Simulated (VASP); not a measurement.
Crystal: MgRh.

```
Mg Rh
1.0
     3.09920    0.00000    0.00000
     0.00000    3.09920    0.00000
     0.00000    0.00000    3.09920
Mg Rh
1 1
Direct
  0.00000 0.00000 0.00000
  0.50000 0.50000 0.50000
```

Base run:

- Program: VASP 6.6.1
- Functional: LDA
- Potentials or basis: VASP PAW LDA potentials, release 64 (Mg, Rh_pv)
- Cutoff: 520 eV
- k mesh: 11 × 11 × 11
- Occupations: fermi-dirac, width 0.1 eV
- Spin: collinear spin, ferromagnetic start
- Starting moments: [0.0, 1.0] μB

Its results: pressure -6.5 GPa.

Q: The run is repeated on the same cell with these changes: moments at the start from [0.0, 1.0] to [0.0, 0.6]; fixed moment from none to 0.6 μB. What comes out?

A: Pressure -5.4 GPa; site moments Mg +0.01; Rh +0.48 μB.

Caveats: the total moment is fixed, so each spin has its own Fermi level (some runs).
